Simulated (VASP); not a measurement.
# Sc5Al in VASP: further runs, part 2 of 3

VASP 6.6.1.

## Step 4: Single point, PBE

This run uses another cell than the first one: it holds 6 atoms, not 12.

The input, INCAR:

```
SYSTEM = Sc5Al
  PREC = Accurate
  ENCUT = 520
  EDIFF = 1E-7
  ISMEAR = 0
  SIGMA = 0.1
  LREAL = .FALSE.
  LASPH = .TRUE.
  NELM = 80
  ALGO = Normal
  ISIF = 2
  LWAVE = .FALSE.
  LCHARG = .FALSE.
  GGA = PE
  NBANDS = 38
```

The input, KPOINTS:

```
regular mesh
0
G
  6 6 2
  0 0 0
```

The input, POSCAR:

```
Sc5Al
1.0
    3.2122653467      0.0000000000      0.0000000000
    0.0000000000      3.2122653467      0.0000000000
    0.0000000000      0.0000000000     13.3161829641
Sc Al
5 1
Direct
    0.0000000000      0.0000000000      0.6445102241
    0.5000000000      0.5000000000      0.8226059408
    0.0000000000      0.0000000000      0.0000000000
    0.5000000000      0.5000000000      0.1773940592
    0.0000000000      0.0000000000      0.3554897759
    0.5000000000      0.5000000000      0.5000000000
```

Potentials or basis: VASP PAW PBE potentials, release 64 (Sc_sv, Al).

Launch:

```
> cat potpaw_PBE.64/Sc_sv/POTCAR potpaw_PBE.64/Al/POTCAR > POTCAR
> mpirun -np 1 vasp_std > vasp.out
```

OUTCAR:

```text
SYSTEM = Sc5Al
   PREC = Accurate
   ENCUT = 520
   EDIFF = 1E-7
   ISMEAR = 0
   LREAL = .FALSE.
   LASPH = .TRUE.
   NELM = 80
   ISIF = 2
   GGA = PE

 ion  position               nearest neighbor table
   1  0.000  0.000  0.645-   6 2.98   6 2.98   6 2.98   6 2.98   2 3.28   2 3.28   2 3.28   2 3.28

   2  0.500  0.500  0.823-   3 3.28   3 3.28   3 3.28   3 3.28   1 3.28   1 3.28   1 3.28   1 3.28

   3  0.000  0.000  0.000-   2 3.28   4 3.28   2 3.28   4 3.28   2 3.28   4 3.28   2 3.28   4 3.28

   4  0.500  0.500  0.177-   3 3.28   3 3.28   3 3.28   3 3.28   5 3.28   5 3.28   5 3.28   5 3.28

   5  0.000  0.000  0.355-   6 2.98   6 2.98   6 2.98   6 2.98   4 3.28   4 3.28   4 3.28   4 3.28

   6  0.500  0.500  0.500-   1 2.98   5 2.98   1 2.98   5 2.98   1 2.98   5 2.98   1 2.98   5 2.98

  LATTYP: Found a simple tetragonal cell.
 ALAT       =     3.2122653467
 C/A-ratio  =     4.1454181168

  Lattice vectors:

 A1 = (   3.2122653467,   0.0000000000,   0.0000000000)
 A2 = (   0.0000000000,   3.2122653467,   0.0000000000)
 A3 = (   0.0000000000,   0.0000000000,  13.3161829641)

[... 179 lines left out ...]

 val. band max:        4.2639739020   @ k =   0.1667   0.0000   0.0000
 cond. band min:       4.3007197233   @ k =   0.5000   0.1667   0.0000
 fundamental gap:      0.0367458213
 Fermi energy:         4.2797995716

 k-point     1 :       0.0000    0.0000    0.0000
  band No.  band energies     occupation
      1     -45.1475      2.00000
      2     -45.1454      2.00000
      3     -45.1012      2.00000
      4     -45.0738      2.00000
      5     -45.0497      2.00000
      6     -23.8915      2.00000
[... 809 lines left out ...]
     37       6.0395      0.00000
     38       6.9154      0.00000

------------------------ aborting loop because EDIFF is reached ----------------------------------------

  FORCE on cell =-STRESS in cart. coord.  units (eV):
  Direction    XX          YY          ZZ          XY          YZ          ZX
  --------------------------------------------------------------------------------------
  -------------------------------------------------------------------------------------
  Total        0.3258681      0.3258681     -0.0599418      0.0000000     -0.0000000      0.0000000
  in kB        3.7997047      3.7997047     -0.6989362      0.0000000     -0.0000000      0.0000000
  external PRESSURE =       2.3001577 kB  Pullay stress =       0.0000000 kB

 VOLUME and BASIS-vectors are now :
 -----------------------------------------------------------------------------
  energy-cutoff  :      520.00
  volume of cell :      137.41
      direct lattice vectors                 reciprocal lattice vectors
     3.212265347  0.000000000  0.000000000     0.311306786  0.000000000  0.000000000
     0.000000000  3.212265347  0.000000000     0.000000000  0.311306786  0.000000000
     0.000000000  0.000000000 13.316182964     0.000000000  0.000000000  0.075096595

 POSITION                                       TOTAL-FORCE (eV/Angst)
 -----------------------------------------------------------------------------------
      0.00000      0.00000      8.58242        -0.000000      0.000000     -0.013294
      1.60613      1.60613     10.95397         0.000000     -0.000000     -0.001608
      0.00000      0.00000      0.00000        -0.000000      0.000000     -0.000000
      1.60613      1.60613      2.36221        -0.000000     -0.000000      0.001608
      0.00000      0.00000      4.73377        -0.000000      0.000000      0.013294
      1.60613      1.60613      6.65809        -0.000000      0.000000     -0.000000
 -----------------------------------------------------------------------------------
    total drift:                                0.000000     -0.000000      0.000000

  FREE ENERGIE OF THE ION-ELECTRON SYSTEM (eV)
  ---------------------------------------------------
  free  energy   TOTEN  =       -35.7989341117 eV

  energy  without entropy=      -35.7629294864  energy(sigma->0) =      -35.78093180
```

OSZICAR:

```text
N       E                     dE             d eps       ncg     rms          rms(c)
DAV:   1     0.112004218714E+04    0.11200E+04   -0.25090E+04  1528   0.158E+03
DAV:   2     0.461763120550E+02   -0.10739E+04   -0.10607E+04  2096   0.731E+02
DAV:   3    -0.358335507037E+02   -0.82010E+02   -0.79526E+02  2540   0.258E+02
[... 11 lines left out ...]
DAV:  15    -0.357989344279E+02   -0.88035E-06   -0.77893E-06  2368   0.244E-02    0.384E-03
DAV:  16    -0.357989337548E+02    0.67302E-06   -0.12018E-06  2090   0.113E-02    0.895E-04
DAV:  17    -0.357989340137E+02   -0.25887E-06   -0.93171E-08  1176   0.370E-03    0.501E-04
DAV:  18    -0.357989341469E+02   -0.13318E-06   -0.40801E-08  1118   0.248E-03    0.214E-04
DAV:  19    -0.357989341117E+02    0.35208E-07   -0.17925E-08  1096   0.178E-03
   1 F= -.35798934E+02 E0= -.35780932E+02  d E =-.360046E-01
```

Run time: 77 s. Hardware: 1 thread of AMD EPYC 9R45 (Zen 5), shared host; peak memory 0.23 GiB.

What came out:

```yaml
Free_energy: -35.7989 eV
Pressure: 0.2 GPa
Largest_force: 0.013 eV/Å
Band_gap_on_the_k_mesh: zero (bands 29 and 30 overlap by 0.78 eV)
```

Forces on the atoms (eV/Å):
```
Sc   0.000  0.000 -0.013
Sc   0.000  0.000 -0.002
Sc   0.000  0.000  0.000
Sc   0.000  0.000  0.002
Sc   0.000  0.000  0.013
Al   0.000  0.000  0.000
```

(Part 2 of 3 ends here.)
